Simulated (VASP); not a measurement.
# W (Im-3m) in VASP: a series of runs

W is run at these levels: PBE; tasks: single point.

All numbers are computed with VASP 6.6.1; they aren't measurements. Logs are shortened: lines on timing, memory, paths and dates and some standing lists are left out, and cuts for length are marked.

### 1 The cell of the first run

It takes space group Im-3m (No. 229, cubic). Conventional cell: a = 3.165 Å, b = 3.165 Å, c = 3.165 Å, α = 90.00°, β = 90.00°, γ = 90.00°. Within 3.6 Å of W (site symmetry m-3m) lie 14 W at 2.74 to 3.16 Å.

### 2 Single point, PBE

INCAR reads:

```
SYSTEM = W
  ALGO = Fast
  EDIFF = 1E-7
  ENCUT = 520
  GGA = PE
  ISIF = 2
  ISMEAR = 0
  LASPH = .True.
  LCHARG = .True.
  LELF = .True.
  LREAL = .False.
  LVHAR = .True.
  LWAVE = .False.
  NBANDS = 13
  NELM = 80
  PREC = Accurate
  SIGMA = 0.05
```

KPOINTS reads:

```
k-points
0
Gamma
  16 16 16
  0 0 0
```

POSCAR reads:

```
W
1.0
   -1.5823450000      1.5823450000      1.5823450000
    1.5823450000     -1.5823450000      1.5823450000
    1.5823450000      1.5823450000     -1.5823450000
W
1
Direct
    0.0000000000      0.0000000000      0.0000000000
```

Potentials or basis: VASP PAW PBE potentials, release 64 (W_sv).

The run is started by

```sh
> cat potpaw_PBE.64/W_sv/POTCAR > POTCAR
> mpirun -np 1 vasp_std > vasp.out
```

OUTCAR:

```text
SYSTEM = W
   EDIFF = 1E-7
   ENCUT = 520
   GGA = PE
   ISIF = 2
   ISMEAR = 0
   LASPH = .True.
   LREAL = .False.
   NELM = 80
   PREC = Accurate

 ion  position               nearest neighbor table
   1  0.000  0.000  0.000-

  LATTYP: Found a body centered cubic cell.
 ALAT       =     3.1646900000

  Lattice vectors:

 A1 = (  -1.5823450000,   1.5823450000,   1.5823450000)
 A2 = (   1.5823450000,  -1.5823450000,   1.5823450000)
 A3 = (   1.5823450000,   1.5823450000,  -1.5823450000)

Analysis of symmetry for initial positions (statically):
=====================================================================
 Subroutine PRICEL returns:
 Original cell was already a primitive cell.

 Routine SETGRP: Setting up the symmetry group for a
 body centered cubic supercell.

 Subroutine GETGRP returns: Found 48 space group operations
 (whereof 48 operations were pure point group operations)
 out of a pool of 48 trial point group operations.

The static configuration has the point symmetry O_h .

Analysis of symmetry for dynamics (positions and initial velocities):
=====================================================================
 Subroutine PRICEL returns:
 Original cell was already a primitive cell.

 Routine SETGRP: Setting up the symmetry group for a
 body centered cubic supercell.

 Subroutine GETGRP returns: Found 48 space group operations
 (whereof 48 operations were pure point group operations)
 out of a pool of 48 trial point group operations.

The dynamic configuration has the point symmetry O_h .

 Subroutine INISYM returns: Found 48 space group operations
 (whereof 48 operations are pure point group operations),
 and found     1 'primitive' translations

----------------------------------------------------------------------------------------

                                     Primitive cell

  volume of cell :      15.8476

  direct lattice vectors                    reciprocal lattice vectors
    -1.582345000  1.582345000  1.582345000     0.000000000  0.315986716  0.315986716
     1.582345000 -1.582345000  1.582345000     0.315986716  0.000000000  0.315986716
     1.582345000  1.582345000 -1.582345000     0.315986716  0.315986716  0.000000000

  length of vectors
     2.740701935  2.740701935  2.740701935     0.446872699  0.446872699  0.446872699

  position of ions in fractional coordinates (direct lattice)
     0.000000000  0.000000000  0.000000000

  ion indices of the primitive-cell ions
   primitive index   ion index
                 1           1

----------------------------------------------------------------------------------------

 KPOINTS: k-points

Automatic generation of k-mesh.
 Grid dimensions read from file:
 generate k-points for:   16   16   16

 Generating k-lattice:

  Cartesian coordinates                     Fractional coordinates (reciprocal lattice)
     0.000000000  0.019749170  0.019749170     0.062500000  0.000000000  0.000000000
     0.019749170  0.000000000  0.019749170     0.000000000  0.062500000  0.000000000
     0.019749170  0.019749170  0.000000000     0.000000000  0.000000000  0.062500000

  Length of vectors
     0.027929544  0.027929544  0.027929544

  Shift w.r.t. Gamma in fractional coordinates (k-lattice)
     0.000000000  0.000000000  0.000000000

 Subroutine IBZKPT returns following result:
 ===========================================

 Found    145 irreducible k-points:

 Following reciprocal coordinates:
            Coordinates               Weight
  0.000000  0.000000  0.000000      1.000000
  0.062500  0.000000  0.000000     12.000000
  0.125000  0.000000  0.000000     12.000000
  0.187500  0.000000  0.000000     12.000000
  0.250000  0.000000  0.000000     12.000000
  0.312500  0.000000  0.000000     12.000000
[... 16 lines left out ...]
  0.187500  0.187500  0.000000     24.000000
  0.250000  0.187500 -0.000000     48.000000
 [... further k-points ...]
   k-points           NKPTS =    145   k-points in BZ     NKDIM =    145   number of bands    NBANDS=     13
   number of dos      NEDOS =    301   number of ions     NIONS =      1
   total plane-waves  NPLWV =   8000
   dimension x,y,z NGX =    20 NGY =   20 NGZ =   20
   dimension x,y,z NGXF=    40 NGYF=   40 NGZF=   40
   ions per type =               1
   NGX,Y,Z   is equivalent  to a cutoff of  12.13, 12.13, 12.13 a.u.
   NGXF,Y,Z  is equivalent  to a cutoff of  24.26, 24.26, 24.26 a.u.
 SYSTEM =  W
   PREC   = accura    normal or accurate (medium, high low for compatibility)
   ISTART =      0    job   : 0-new  1-cont  2-samecut
   ICHARG =      2    charge: 1-file 2-atom 10-const
   ISPIN  =      1    spin polarized calculation?
   LNONCOLLINEAR =      F non collinear calculations
   LSORBIT =      F    spin-orbit coupling
   LASPH  =      T    aspherical Exc in radial PAW
   ENCUT  =  520.0 eV  38.22 Ry    6.18 a.u.   5.10  5.10  5.10*2*pi/ulx,y,z
   NELM   =     80;   NELMIN=  2; NELMDL= -5     # of ELM steps
   EDIFF  = 0.1E-06   stopping-criterion for ELM
   LREAL  =      F    real-space projection
   EDIFFG = 0.1E-05   stopping-criterion for IOM
   NSW    =      0    number of steps for IOM
   IBRION =     -1    ionic relax: 0-MD 1-quasi-New 2-CG
   NFREE  =      0    steps in history (QN), initial steepest desc. (CG)
   ISIF   =      2    stress and relaxation
   ISYM   =      2    0-nonsym 1-usesym 2-fastsym
   POTIM  = 0.5000    time-step for ionic-motion
   TEBEG  =    0.0;   TEEND  =   0.0 temperature during run
   PSTRESS=    0.0 pullay stress
   NELECT =      14.0000    total number of electrons
   NUPDOWN=      -1.0000    fix difference up-down
   EMIN   =  10.00;   EMAX   =-10.00  energy-range for DOS
   EFERMI =   0.00;   METHOD = LEGACY
   ISMEAR =     0;   SIGMA  =   0.05  broadening in eV -4-tet -1-fermi 0-gaus
   EFERMI_NEDOS =   21; number of points for ismear=-14 and -15
   IALGO  =     68    algorithm
   IMIX   =      4    mixing-type and parameters
     AMIX     =   0.40;   BMIX     =  1.00
     AMIX_MAG =   1.60;   BMIX_MAG =  1.00
  volume/ion in A,a.u.               =      15.85       106.94
  Fermi-wavevector in a.u.,A,eV,Ry     =   1.570832  2.968442 33.572544  2.467512
  Thomas-Fermi vector in A             =   2.672506
   LORBIT       =      0    0 simple, 1 ext, 2 COOP (PROOUT), +10 PAW based schemes
   GGA     = PE    functional components
   LHFCALC =     F    Hartree Fock is set to
   AEXX    =    0.0000 exact exchange contribution
   IVDW    =     0    specifies the selected vdW correction
   LEPSILON=     F    determine dielectric tensor
   LRPA    =     F    only Hartree local field effects (RPA)
 non-spin polarized calculation
 RMM-DIIS sequential band-by-band and
 Gauss-broadening in eV      SIGMA  =   0.05
  energy-cutoff  :      520.00
  volume of cell :       15.85
 maximum number of plane-waves:       438
   NGX = 11   NGY = 11   NGZ = 11

 number of electron      14.0000004 magnetization

 Free energy of the ion-electron system (eV)
  ---------------------------------------------------
  ext. energy  EPLUGINS =         0.00000000
  ---------------------------------------------------
  free energy    TOTEN  =       -12.95139702 eV

  energy without entropy =      -12.95043914  energy(sigma->0) =      -12.95091808

 E-fermi :  11.4942     XC(G=0): -13.6413

 val. band max:       11.4880195075   @ k =  -0.3125   0.3125   0.1875
 cond. band min:      11.5156986709   @ k =  -0.2500   0.2500   0.1250
 fundamental gap:      0.0276791634
 Fermi energy:        11.4941599638

 k-point     1 :       0.0000    0.0000    0.0000
  band No.  band energies     occupation
      1     -62.7294      2.00000
      2     -26.2915      2.00000
      3     -26.2915      2.00000
      4     -26.2915      2.00000
      5       1.8082      2.00000
      6      10.2208      2.00000
      7      10.2208      2.00000
      8      10.2208      2.00000
      9      13.7125      0.00000
     10      13.7125      0.00000
     11      25.9643      0.00000
     12      25.9643      0.00000
     13      25.9643      0.00000

 k-point     2 :       0.0625    0.0000    0.0000
  band No.  band energies     occupation
      1     -62.7243      2.00000
      2     -26.3446      2.00000
      3     -26.3081      2.00000
      4     -26.2918      2.00000
      5       1.9976      2.00000
      6      10.1052      2.00000
      7      10.1941      2.00000
      8      10.4036      2.00000
      9      13.5281      0.00000
     10      13.7135      0.00000
     11      26.1264      0.00000
     12      26.2865      0.00000
     13      26.4300      0.00000

 k-point     3 :       0.1250    0.0000    0.0000
  band No.  band energies     occupation
      1     -62.7099      2.00000
      2     -26.4939      2.00000
      3     -26.3549      2.00000
      4     -26.2925      2.00000
      5       2.5388      2.00000
      6       9.7925      2.00000
      7      10.0726      2.00000
      8      10.9442      2.00000
      9      13.1700      0.00000
     10      13.7280      0.00000
     11      26.5086      0.00000
     12      27.2163      0.00000
     13      27.5630      0.00000
[... 305 lines left out ...]
 k-point    23 :       0.1875    0.1875    0.0000
  band No.  band energies     occupation
      1     -62.6307      2.00000
      2     -27.1778      2.00000
      3     -26.6052      2.00000
      4     -26.3859      2.00000
      5       5.5150      2.00000
      6       8.5818      2.00000
      7       8.9483      2.00000
      8      12.7575      0.00000
      9      14.4714      0.00000
     10      15.1808      0.00000
     11      25.3784      0.00000
     12      27.7064      0.00000
     13      29.9815      0.00000

 k-point    24 :       0.2500    0.1875   -0.0000
  band No.  band energies     occupation
      1     -62.6105      2.00000
      2     -27.3060      2.00000
      3     -26.7136      2.00000
      4     -26.4030      2.00000
      5       6.0974      2.00000
      6       8.3148      2.00000
      7       9.1277      2.00000
      8      13.0223      0.00000
      9      14.5657      0.00000
     10      16.7622      0.00000
     11      23.9232      0.00000
     12      26.7008      0.00000
     13      28.6055      0.00000

 [... further k-points ...]
[... 5 lines left out ...]
  --------------------------------------------------------------------------------------
  -------------------------------------------------------------------------------------
  Total        0.5778320      0.5778320      0.5778320      0.0000000      0.0000000     -0.0000000
  in kB       58.4182654     58.4182654     58.4182654      0.0000000      0.0000000     -0.0000000
  external PRESSURE =      58.4182654 kB  Pullay stress =       0.0000000 kB

 VOLUME and BASIS-vectors are now :
 -----------------------------------------------------------------------------
  energy-cutoff  :      520.00
  volume of cell :       15.85
      direct lattice vectors                 reciprocal lattice vectors
    -1.582345000  1.582345000  1.582345000     0.000000000  0.315986716  0.315986716
     1.582345000 -1.582345000  1.582345000     0.315986716  0.000000000  0.315986716
     1.582345000  1.582345000 -1.582345000     0.315986716  0.315986716  0.000000000

 POSITION                                       TOTAL-FORCE (eV/Angst)
 -----------------------------------------------------------------------------------
      0.00000      0.00000      0.00000         0.000000     -0.000000      0.000000
 -----------------------------------------------------------------------------------
    total drift:                                0.000000     -0.000000      0.000000

  FREE ENERGIE OF THE ION-ELECTRON SYSTEM (eV)
  ---------------------------------------------------
  free  energy   TOTEN  =       -12.9513970193 eV

  energy  without entropy=      -12.9504391362  energy(sigma->0) =      -12.95091808
```

Run time: 17 s. Hardware: 1 thread of Intel Xeon Platinum 8375C at 2.90GHz (Ice Lake), shared host; peak memory 0.14 GiB.

What came out:

- Free energy: -12.9514 eV
- Pressure: 5.8 GPa
- Band gap on the k mesh: zero (band 7 reaches 16.62 eV, above the bottom of band 8 at 10.22 eV)

Levels at points of the mesh, in eV from the Fermi level:
```csv
k point,band 4,band 5,band 6,band 7,band 8,band 9,band 10,band 11
"(0.00, 0.00, 0.00)",-37.79,-9.69,-1.27,-1.27,-1.27,2.22,2.22,14.47
"(0.50, 0.00, 0.00)",-37.79,-6.32,-3.61,0.63,2.11,3.09,6.11,11.04
"(0.50, 0.50, 0.50)",-38.69,-5.88,-5.88,5.13,5.13,5.13,8.20,8.20
```

Caveat: spin-orbit coupling is left out, which moves the levels of the heavy elements.

(Continued in part 2 of 2.)
